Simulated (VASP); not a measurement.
Write the native input for VASP 6.6.1 that does the following.

```yaml
Task: single point
Functional: r2SCAN
Potentials_or_basis: VASP PAW PBE potentials, release 64 (Se, Li_sv)
Cutoff: 830 eV
k_mesh: 4 × 4 × 4
Occupations: gaussian, width 0.01 eV
Spin: no spin polarisation
Dipole_correction: no
Further_INCAR_settings: ALGO = Normal; EDIFF = 1e-06; NBANDS = 13
```

The system is Li2Se.

```
CELL_PARAMETERS angstrom
0.00000 2.99352 2.99352
2.99352 0.00000 2.99352
2.99352 2.99352 0.00000
ATOMIC_POSITIONS crystal
Se 0.00000 0.00000 0.00000
Li 0.25000 0.25000 0.25000
Li 0.75000 0.75000 0.75000
```

These files were run (other wordings do the same):

POSCAR

```
Li2Se
1.0
    0.0000000000      2.9935210614      2.9935210614
    2.9935210614      0.0000000000      2.9935210614
    2.9935210614      2.9935210614      0.0000000000
Se Li
1 2
Direct
    0.0000000000      0.0000000000      0.0000000000
    0.2500000000      0.2500000000      0.2500000000
    0.7500000000      0.7500000000      0.7500000000
```

INCAR.step1

```
PREC = Accurate
ENCUT = 830
ISMEAR = 0
SIGMA = 0.01
LREAL = False
LASPH = True
NELM = 120
NBANDS = 13
GGA = PE
ALGO = Normal
EDIFF = 1E-5
LWAVE = True
LCHARG = False
GGA_COMPAT = False
```

INCAR.step2

```
PREC = Accurate
ENCUT = 830
EDIFF = 1E-6
ISMEAR = 0
SIGMA = 0.01
LREAL = False
LASPH = True
NELM = 120
ALGO = Normal
ISIF = 2
LWAVE = False
LCHARG = False
METAGGA = R2SCAN
LMIXTAU = True
NBANDS = 13
ISTART = 1
GGA_COMPAT = False
```

KPOINTS

```
regular mesh
0
Gamma
  4 4 4
```

Potentials or basis: VASP PAW PBE potentials, release 64 (Se, Li_sv).

Command:

```bash
$ cat potpaw_PBE.64/Se/POTCAR potpaw_PBE.64/Li_sv/POTCAR > POTCAR
$ cp INCAR.step1 INCAR
$ mpirun -np 1 vasp_std > vasp.out
$ cp INCAR.step2 INCAR
$ mpirun -np 1 vasp_std > vasp.out
```

Results of the run:

| Item | Value |
| --- | --- |
| Pressure | -0.1 GPa |
| Band gap on the k mesh | 3.45 eV (least direct gap 4.17 eV) |

Caveat: the k points lie up to 0.45 Å⁻¹ apart; the structure was generated, so it needn't be the stable form of Li2Se; the PAW data sets were made with another functional, which shifts forces and pressure a little.

Wall time 62 s on 1 thread of Intel Xeon 8259CL, on a shared host, peak memory 0.25 GiB.
